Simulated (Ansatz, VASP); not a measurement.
Co in VASP and in Ansatz

```
Co
1.0
    -1.41889    1.41889    1.41889
     1.41889   -1.41889    1.41889
     1.41889    1.41889   -1.41889
Co
1
Direct
  0.00000 0.00000 0.00000
```

Alike in both runs: task single point; functional PBE; k mesh 26 × 26 × 26; occupations fermi-dirac, width 0.1 eV; no spin polarisation.

```csv
,VASP,Ansatz
version,VASP 6.6.1,Ansatz 0.2.0
potentials or method,"VASP PAW PBE potentials, release 64 (Co), cutoff 520 eV","plane waves (420 eV) with PAW, scalar-relativistic"
valence electrons in the cell,9,17
```

|  | VASP | Ansatz | Ansatz less VASP |
| --- | --- | --- | --- |
| pressure (GPa) | -15.4 | -15.1 | +0.28 |

VASP's potentials hold 9 valence electrons a cell and Ansatz's 17, so a difference there can come from the potentials and not from the codes.
